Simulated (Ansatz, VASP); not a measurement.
Two plane-wave programs on Be3OsC2

The input INCAR:

```
PREC = Accurate
ENCUT = 520
EDIFF = 1E-6
ISMEAR = 0
SIGMA = 0.1
LREAL = F
LASPH = T
NELM = 100
ALGO = Normal
ISIF = 2
LWAVE = F
LCHARG = F
GGA = PE
NBANDS = 20
```

File KPOINTS:

```
regular mesh
0
Gamma
  4 4 6
```

The input POSCAR:

```
Be3OsC2
1.0
    2.2634108200     -3.7852666600      0.0000000000
    2.2634108200      3.7852666600      0.0000000000
    0.0000000000      0.0000000000      3.5391391300
Be Os C
3 1 2
Direct
    0.1610669000      0.8389331000      0.0000000000
    0.8389331000      0.1610669000      0.0000000000
    0.0000000000      0.0000000000      0.5000000000
    0.5000000000      0.5000000000      0.0000000000
    0.0000000000      0.5000000000      0.5000000000
    0.5000000000      0.0000000000      0.5000000000
```

Input for Ansatz:

```yaml
crystal:
  lattice:
    - [2.26341082, -3.78526666, 0.0]
    - [2.26341082, 3.78526666, 0.0]
    - [0.0, 0.0, 3.53913913]
  atoms:
    - { symbol: Be, position: [0.1610669, 0.8389331, 0.0] }
    - { symbol: Be, position: [0.8389331, 0.1610669, 0.0] }
    - { symbol: Be, position: [0.0, 0.0, 0.5] }
    - { symbol: Os, position: [0.5, 0.5, 0.0] }
    - { symbol: C, position: [0.0, 0.5, 0.5] }
    - { symbol: C, position: [0.5, 0.0, 0.5] }
basis:
  ecutwfc: 420
kpoints:
  mp_grid: { grid: [4, 4, 6] }
hamiltonian:
  xc: pbe
scf:
  occupations: { method: gaussian, width: 0.1 }
  lower_state_search: "off"
output:
  forces: true
  stress: true
  eigenvalues: true
```

Change from the starting cell: species swapped into the CeAl2Cu3 type (Cmmm, No. 65).

Alike in both runs: task single point; functional PBE; k mesh 4 × 4 × 6; occupations gaussian, width 0.1 eV; no spin polarisation.

|  | VASP | Ansatz |
| --- | --- | --- |
| version | VASP 6.6.1 | Ansatz 0.2.0 |
| potentials or method | VASP PAW PBE potentials, release 64 (Be, Os, C), cutoff 520 eV | scalar-relativistic, plane waves, PAW |
| valence electrons in the cell | 22 | 30 |

```csv
,VASP,Ansatz,Ansatz less VASP
gap on the k mesh at the Fermi level (eV),none,none,-
rms of the force components (eV/Å),0.449,0.445,-0.0039
```

Atom by atom the forces differ by 0.004 eV/Å (rms over components). A gap of «none» marks a metal or a gap that the smearing closes. With one functional, cell and mesh, what is left measures potentials, basis and numerics. VASP's potentials hold 22 valence electrons a cell and Ansatz's 30, so a difference there can come from the potentials and not from the codes.

The k mesh is coarse, so the values compare programs but aren't converged. Spin-orbit coupling is off throughout.
